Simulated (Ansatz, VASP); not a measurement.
# Two plane-wave programs on PbSe

The input INCAR:

```
  PREC = Accurate
  ENCUT = 520
  EDIFF = 1E-6
  ISMEAR = 0
  SIGMA = 0.05
  LREAL = F
  LASPH = T
  NELM = 100
  ALGO = Normal
  ISIF = 2
  LWAVE = F
  LCHARG = F
  GGA = PE
  IVDW = 12
  NBANDS = 28
```

KPOINTS

```
Automatic mesh
0
Gamma
  8 8 6
```

File POSCAR:

```
PbSe
1.0
    2.1548765900     -6.1339473500      0.0000000000
    2.1548765900      6.1339473500      0.0000000000
    0.0000000000      0.0000000000      4.4504935700
Pb Se
2 2
Direct
    0.6317607300      0.3682392700      0.7752780952
    0.3682392700      0.6317607300      0.2752780952
    0.8612899600      0.1387100400      0.7500000000
    0.1387100400      0.8612899600      0.2500000000
```

Input for Ansatz:

```yaml
crystal:
  lattice:
    - [2.15487659, -6.13394735, 0.0]
    - [2.15487659, 6.13394735, 0.0]
    - [0.0, 0.0, 4.45049357]
  atoms:
    - { symbol: Pb, position: [0.63176073, 0.36823927, 0.7752780952] }
    - { symbol: Pb, position: [0.36823927, 0.63176073, 0.2752780952] }
    - { symbol: Se, position: [0.86128996, 0.13871004, 0.75] }
    - { symbol: Se, position: [0.13871004, 0.86128996, 0.25] }
basis:
  ecutwfc: 420
kpoints:
  mp_grid: { grid: [8, 8, 6] }
hamiltonian:
  xc: pbe
  dispersion: d3bj
scf:
  occupations: { method: gaussian, width: 0.05 }
output:
  forces: true
  stress: true
  eigenvalues: true
```

Change from the starting cell: all Pb atoms moved +0.113 Å, as atom 1 along Cartesian [0 0 1].

Alike in both runs: task single point; functional PBE; dispersion D3(BJ); k mesh 8 × 8 × 6; occupations gaussian, width 0.05 eV; no spin polarisation.

|  | VASP | Ansatz |
| --- | --- | --- |
| version | VASP 6.6.1 | Ansatz 0.2.0 |
| potentials or method | VASP PAW PBE potentials, release 64 (Pb_d, Se), cutoff 520 eV | scalar-relativistic, plane waves, PAW |
| valence electrons in the cell | 40 | 60 |

```tsv
	VASP	Ansatz	Ansatz less VASP
gap on the k mesh at the Fermi level (eV)	1.11	1.11	+0.003
least direct gap on the mesh (eV)	1.24	1.24	-0.001
pressure (GPa)	-0.8	-0.8	0.00
traceless stress, the component that is largest in VASP (GPa)	-0.10	-0.09	+0.013
rms of the force components (eV/Å)	0.071	0.067	-0.0046
```

Atom by atom the forces differ by 0.005 eV/Å (rms over components). VASP's potentials hold 40 valence electrons a cell and Ansatz's 60, so a difference there can come from the potentials and not from the codes.

Spin-orbit coupling is off throughout.
